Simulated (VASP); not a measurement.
In: single point with PBE

Crystal: In.

```
In
1.0
    -1.64264    1.64264    2.31822
     1.64264   -1.64264    2.31822
     1.64264    1.64264   -2.31822
In
1
Cartesian
  0.0000 0.0000 0.0000
```

This isn't the form of In at room conditions, which is tetragonal.

```json
{"Program": "VASP 6.6.1", "Task": "single point", "Functional": "PBE", "Potentials or basis": "VASP PAW PBE potentials, release 64 (In_d)", "Cutoff": "520 eV", "k mesh": "18 × 18 × 18", "Occupations": "gaussian, width 0.1 eV", "Spin": "no spin polarisation"}
```

| Property | Result |
| --- | --- |
| Pressure | 4.2 GPa |
| Band gap on the k mesh | zero (an odd number of electrons rules out a gap without spin polarisation) |

Levels at points of the mesh, in eV from the Fermi level:
```tsv
k point	band 3	band 4	band 5	band 6	band 7	band 8	band 9	band 10
(0.00, 0.00, 0.00)	-14.72	-14.53	-14.52	-9.89	10.94	10.95	10.95	11.57
(0.50, 0.00, 0.00)	-14.71	-14.35	-14.35	-4.38	-3.61	8.68	8.72	10.89
(0.50, 0.50, 0.00)	-14.36	-14.31	-14.30	-2.40	-2.04	4.11	4.12	7.61
(0.50, 0.50, 0.50)	-14.36	-14.31	-14.31	-2.38	-2.00	4.08	4.08	7.57
```

It took 120 s on 1 thread of AMD EPYC 7R43 64-Core Processor (Zen 3) (shared host), peak memory 0.21 GiB.

Caveat: the cell stands under pressure; spin-orbit coupling is left out, which moves the levels of the heavy elements.
